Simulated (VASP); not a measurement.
Crystal: Co.

```
Co
1.0
     2.48736    0.00000    0.00000
    -1.24368    2.15412    0.00000
     0.00000    0.00000    4.06329
Co
2
Direct
  0.66667 0.33333 0.25986
  0.33333 0.66667 0.74014
```

- Program: VASP 6.6.1
- Task: relaxation of cell and atoms
- Functional: PBE
- Dispersion: D3(BJ)
- Potentials or basis: VASP PAW PBE potentials, release 64 (Co)
- Cutoff: 600 eV
- k mesh: 21 × 21 × 10
- Occupations: gaussian, width 0.1 eV
- Spin: collinear spin, ferromagnetic start
- Starting moments: [1.84, 1.84] μB

At the start: pressure -6.6 GPa; volume 10.89 Å³/atom.

Task: Where does the relaxation end?

Result: Over 8 steps the energy falls by 19.7 meV/atom and the volume is 10.49 Å³/atom (-3.7 %); space group P-3m1 (No. 164, to 0.1 Å) before, P6_3/mmc (No. 194, to 0.1 Å); moment 3.14 μB per cell.

Step by step:
```
step  energy change (eV)  largest force (eV/Å)  pressure (GPa)  volume (Å³)
   1              0.0000                0.4889           -6.58        21.77
   2             -0.0220                0.2905            7.23        20.39
   3             -0.0292                0.3778            2.11        20.83
   4             -0.0393                0.0242            0.69        20.92
   5             -0.0393                0.0093            0.55        20.93
   6             -0.0393                0.0011            0.68        20.93
   7             -0.0392                0.0198           -0.66        21.05
   8             -0.0394                0.0043           -0.02        20.97
```

Final structure:
```cif
data_structure
_symmetry_space_group_name_H-M 'P 1'
_symmetry_Int_Tables_number 1
_cell_length_a 2.4653
_cell_length_b 2.4653
_cell_length_c 3.9845
_cell_angle_alpha 90.000
_cell_angle_beta 90.000
_cell_angle_gamma 120.000
_cell_volume 20.97
loop_
_atom_site_label
_atom_site_type_symbol
_atom_site_fract_x
_atom_site_fract_y
_atom_site_fract_z
_atom_site_occupancy
Co1 Co 0.66667 0.33333 0.25011 1
Co2 Co 0.33333 0.66667 0.74989 1
```
